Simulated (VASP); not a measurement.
# SiC in VASP: relaxation of the atoms with LDA

Aim: the relaxation of the atoms of SiC with LDA.

Everything below comes from runs of VASP 6.6.1. Logs are shortened: lines on timing, memory, paths and dates and some standing lists are left out, and cuts for length are marked.

## Step 1: The cell of the first run

The cell holds a slab with vacuum, 8 atoms: a = 3.056 Å, b = 5.016 Å, c = 19.529 Å, α = 90.00°, β = 90.00°, γ = 90.00°.

## Step 2: Relaxation of the atoms, LDA

Contents of INCAR:

```
  ALGO = Normal
  DIPOL = 0.5 0.5 0.500
  EDIFF = 1E-7
  EDIFFG = -0.01
  ENCUT = 520
  IBRION = 2
  IDIPOL = 3
  ISIF = 2
  ISMEAR = -1
  LASPH = T
  LCHARG = F
  LDIPOL = T
  LREAL = F
  LWAVE = F
  NELM = 100
  NSW = 60
  PREC = Accurate
  SIGMA = 0.02
```

Contents of KPOINTS:

```
k-points
0
Gamma
  8 5 1
```

Contents of POSCAR:

```
SiC
1.0
    3.0563831055      0.0000000000      0.0000000000
    0.0000000000      5.0156571925      0.0000000000
    0.0000000000      0.0000000000     19.5292000000
Si C
4 4
Direct
    0.0000000000      0.5620912680      0.4096428112
    0.5000000000      0.0620912680      0.4548214059
    0.5000000000      0.5620912680      0.5451785941
    0.0000000000      0.0620912680      0.5903571888
    0.0000000000      0.9379087320      0.4096428112
    0.5000000000      0.4379087320      0.4548214059
    0.5000000000      0.9379087320      0.5451785941
    0.0000000000      0.4379087320      0.5903571888
```

Potentials or basis: VASP PAW LDA potentials, release 64 (Si, C).

The run is started by

```console
$ cat potpaw_LDA.64/Si/POTCAR potpaw_LDA.64/C/POTCAR > POTCAR
$ mpirun -np 1 vasp_std > vasp.out
```

OUTCAR:

```text
EDIFF = 1E-7
   EDIFFG = -0.01
   ENCUT = 520
   IBRION = 2
   ISIF = 2
   ISMEAR = -1
   LASPH = T
   LREAL = F
   NELM = 100
   NSW = 60
   PREC = Accurate

 ion  position               nearest neighbor table
   1  0.000  0.562  0.410-   6 1.87   6 1.87   5 1.88   3 3.06   3 3.06   2 3.07   2 3.07   2 3.07
                             2 3.07
   2  0.500  0.062  0.455-   7 1.87   5 1.87   5 1.87   6 1.88   4 3.06   4 3.06   3 3.07   3 3.07
                             1 3.07   1 3.07   1 3.07   1 3.07
   3  0.500  0.562  0.545-   6 1.87   8 1.87   8 1.87   7 1.88   1 3.06   1 3.06   2 3.07   2 3.07
                             4 3.07   4 3.07   4 3.07   4 3.07
   4  0.000  0.062  0.590-   7 1.87   7 1.87   8 1.88   2 3.06   2 3.06   3 3.07   3 3.07   3 3.07
                             3 3.07
   5  0.000  0.938  0.410-   2 1.87   2 1.87   1 1.88
   6  0.500  0.438  0.455-   3 1.87   1 1.87   1 1.87   2 1.88
   7  0.500  0.938  0.545-   2 1.87   4 1.87   4 1.87   3 1.88
   8  0.000  0.438  0.590-   3 1.87   3 1.87   4 1.88

  LATTYP: Found a simple orthorhombic cell.
 ALAT       =     3.0563831055
 B/A-ratio  =     1.6410433573
 C/A-ratio  =     6.3896440092

  Lattice vectors:

 A1 = (   3.0563831055,   0.0000000000,   0.0000000000)
 A2 = (   0.0000000000,   5.0156571925,   0.0000000000)
 A3 = (   0.0000000000,   0.0000000000,  19.5292000000)

Analysis of symmetry for initial positions (statically):
=====================================================================
 Subroutine PRICEL returns:
 Original cell was already a primitive cell.

 Routine SETGRP: Setting up the symmetry group for a
 simple orthorhombic supercell.

 Subroutine GETGRP returns: Found  4 space group operations
 (whereof  2 operations were pure point group operations)
 out of a pool of  8 trial point group operations.

The static configuration has the point symmetry C_1h.
 The point group associated with its full space group is C_2v.

Analysis of symmetry for dynamics (positions and initial velocities):
=====================================================================
 Subroutine PRICEL returns:
 Original cell was already a primitive cell.

[... 155 lines left out ...]
  ext. energy  EPLUGINS =         0.00000000
  ---------------------------------------------------
  free energy    TOTEN  =       -60.15051300 eV

  energy without entropy =      -60.15039764  energy(sigma->0) =      -60.15045532

------------------------ aborting loop because EDIFF is reached ----------------------------------------

  FORCE on cell =-STRESS in cart. coord.  units (eV):
  Direction    XX          YY          ZZ          XY          YZ          ZX
  --------------------------------------------------------------------------------------
  -------------------------------------------------------------------------------------
  Total        0.6612527     -8.0772738     -4.7906806      0.0000000      0.0000000      0.0000000
  in kB        3.5388160    -43.2270201    -25.6382103      0.0000000      0.0000000      0.0000000
  external PRESSURE =     -21.7754715 kB  Pullay stress =       0.0000000 kB
[... 107 lines left out ...]
  FREE ENERGIE OF THE ION-ELECTRON SYSTEM (eV)
  ---------------------------------------------------
  free  energy   TOTEN  =       -61.2983587676 eV

  energy  without entropy=      -61.2983587676  energy(sigma->0) =      -61.29835877

[... ionic steps 4 to 16 ...]

--------------------------------------- Ionic step       17  -------------------------------------------

 number of electron      32.0000000 magnetization

------------------------ aborting loop because EDIFF is reached ----------------------------------------
[... 37 lines left out ...]
--------------------------------------- Ionic step       18  -------------------------------------------

 number of electron      32.0000000 magnetization

 dipolmoment           0.000000      0.000000      0.000000 electrons x Angstroem

------------------------ aborting loop because EDIFF is reached ----------------------------------------

  FORCE on cell =-STRESS in cart. coord.  units (eV):
  Direction    XX          YY          ZZ          XY          YZ          ZX
  --------------------------------------------------------------------------------------
  -------------------------------------------------------------------------------------
  Total        5.2278898      4.6524816      0.0193931      0.0000000      0.0000000      0.0000000
  in kB       27.9780164     24.8986132      0.1037860      0.0000000      0.0000000      0.0000000
  external PRESSURE =      17.6601385 kB  Pullay stress =       0.0000000 kB
[... 29 lines left out ...]
--------------------------------------- Ionic step       19  -------------------------------------------

 number of electron      32.0000000 magnetization

 dipolmoment           0.000000      0.000000     -0.000000 electrons x Angstroem

 Free energy of the ion-electron system (eV)
  ---------------------------------------------------
  ext. energy  EPLUGINS =         0.00000000
  ---------------------------------------------------
  free energy    TOTEN  =       -61.62669682 eV

  energy without entropy =      -61.62669682  energy(sigma->0) =      -61.62669682

 E-fermi :  -1.1885     XC(G=0):  -3.9897

 val. band max:       -1.6304027322   @ k =   0.1250   0.0000   0.0000
 cond. band min:      -0.3659337987   @ k =   0.5000   0.2000   0.0000
 fundamental gap:      1.2644689335
 Fermi energy:        -1.1884545821

 k-point     1 :       0.0000    0.0000    0.0000
  band No.  band energies     occupation
      1     -17.1122      2.00000
      2     -15.2049      2.00000
      3     -13.4138      2.00000
      4     -12.0229      2.00000
      5     -10.4900      2.00000
      6      -9.1934      2.00000
[... 349 lines left out ...]
     20       2.9739      0.00000
     21       2.9826      0.00000

------------------------ aborting loop because EDIFF is reached ----------------------------------------

 vacuum level on the upper side and lower side of the slab       (xc-potential included)        -0.115        -0.115

  FORCE on cell =-STRESS in cart. coord.  units (eV):
  Direction    XX          YY          ZZ          XY          YZ          ZX
  --------------------------------------------------------------------------------------
  -------------------------------------------------------------------------------------
  Total        5.2157105      4.6583561     -0.0206938      0.0000000      0.0000000      0.0000000
  in kB       27.9128367     24.9300518     -0.1107469      0.0000000      0.0000000      0.0000000
  external PRESSURE =      17.5773805 kB  Pullay stress =       0.0000000 kB
[... 23 lines left out ...]
  FREE ENERGIE OF THE ION-ELECTRON SYSTEM (eV)
  ---------------------------------------------------
  free  energy   TOTEN  =       -61.6266968229 eV

  energy  without entropy=      -61.6266968229  energy(sigma->0) =      -61.62669682

 reached required accuracy - stopping structural energy minimisation

 vacuum level on the upper side and lower side of the slab         3.733         3.733
```

OSZICAR:

```text
N       E                     dE             d eps       ncg     rms          rms(c)
DAV:   1     0.225026303310E+03    0.22503E+03   -0.11676E+04   630   0.116E+03
DAV:   2    -0.336356614954E+02   -0.25866E+03   -0.25051E+03   954   0.234E+02
DAV:   3    -0.683585034168E+02   -0.34723E+02   -0.34131E+02   778   0.927E+01
[... 237 lines left out ...]
DAV:   2    -0.616266982682E+02   -0.51885E-06   -0.10047E-04   745   0.685E-02    0.932E-03
DAV:   3    -0.616266964853E+02    0.17829E-05   -0.90183E-06   839   0.201E-02    0.586E-03
DAV:   4    -0.616266965931E+02   -0.10782E-06   -0.19545E-06   777   0.842E-03    0.261E-03
DAV:   5    -0.616266967389E+02   -0.14583E-06   -0.23226E-07   522   0.338E-03    0.534E-04
DAV:   6    -0.616266968229E+02   -0.84005E-07   -0.83397E-08   425   0.187E-03
  19 F= -.61626697E+02 E0= -.61626697E+02  d E =-.110526E-03
```

CONTCAR:

```text
SiC
   1.00000000000000
     3.0563831055000001    0.0000000000000000    0.0000000000000000
     0.0000000000000000    5.0156571925000000    0.0000000000000000
     0.0000000000000000    0.0000000000000000   19.5291999999999994
  Si              C
     4     4
Direct
     0.0000000000000000    0.5849761157141529    0.4240017062749930
     0.5000000000000000    0.0588377192979858    0.4482190236852830
     0.5000000000000000    0.5588377192979856    0.5517809763147170
     0.0000000000000000    0.0849761157141528    0.5759982937250068
     0.0000000000000000    0.9275079405600556    0.4139219971361757
     0.5000000000000000    0.4286782244278058    0.4523419318674110
     0.5000000000000000    0.9286782244278060    0.5476580681325891
     0.0000000000000000    0.4275079405600555    0.5860780028638244

  0.00000000E+00  0.00000000E+00  0.00000000E+00
  0.00000000E+00  0.00000000E+00  0.00000000E+00
  0.00000000E+00  0.00000000E+00  0.00000000E+00
  0.00000000E+00  0.00000000E+00  0.00000000E+00
  0.00000000E+00  0.00000000E+00  0.00000000E+00
  0.00000000E+00  0.00000000E+00  0.00000000E+00
  0.00000000E+00  0.00000000E+00  0.00000000E+00
  0.00000000E+00  0.00000000E+00  0.00000000E+00
```

Wall time 30 min (1 thread of Oxide Virtual Turin-like, shared host); peak memory 0.3 GiB.

Results:

| Quantity | Value |
| --- | --- |
| Free energy | -61.6267 eV |
| Energy gained by relaxing | 184.5 meV/atom |
| Ionic steps | 19 |
| Largest force after relaxing | 0.009 eV/Å |
| Band gap on the k mesh | 1.26 eV (least direct gap 2.00 eV) |

Forces in eV/Å, atoms in the order of the input:
```
Si   0.000 -0.007  0.007
Si   0.000  0.006 -0.003
Si   0.000  0.006  0.003
Si   0.000 -0.007 -0.007
C    0.000  0.004 -0.005
C    0.000 -0.004 -0.004
C    0.000 -0.004  0.004
C    0.000  0.004  0.005
```

The path:
```
step  energy change (eV)  largest force (eV/Å)  pressure (GPa)
   1              0.0000                3.0605           -2.18
   2             -1.1475                2.0379            0.25
   3             -1.1478                2.0851            0.31
   4             -1.3570                1.2077            1.29
   5             -1.3692                0.9502            1.06
   6             -1.4390                0.5146            1.87
   7             -1.4410                0.4576            1.75
   8             -1.4615                0.3197            1.90
   9             -1.4647                0.3255            1.99
  10             -1.4736                0.1301            1.95
  11             -1.4739                0.1233            1.96
  12             -1.4753                0.1079            1.87
  13             -1.4753                0.1146            1.87
  14             -1.4759                0.0593            1.81
  15             -1.4759                0.0381            1.82
  16             -1.4761                0.0256            1.79
  17             -1.4761                0.0301            1.78
  18             -1.4762                0.0123            1.77
  19             -1.4762                0.0093            1.76
```

Final structure:
```yaml
crystal:
  lattice:
    - [3.05638, 0.00000, 0.00000]
    - [0.00000, 5.01566, 0.00000]
    - [0.00000, 0.00000, 19.52920]
  atoms:
    - { symbol: Si, position: [0.00000, 0.58498, 0.42400] }
    - { symbol: Si, position: [0.50000, 0.05884, 0.44822] }
    - { symbol: Si, position: [0.50000, 0.55884, 0.55178] }
    - { symbol: Si, position: [0.00000, 0.08498, 0.57600] }
    - { symbol: C, position: [0.00000, 0.92751, 0.41392] }
    - { symbol: C, position: [0.50000, 0.42868, 0.45234] }
    - { symbol: C, position: [0.50000, 0.92868, 0.54766] }
    - { symbol: C, position: [0.00000, 0.42751, 0.58608] }
```
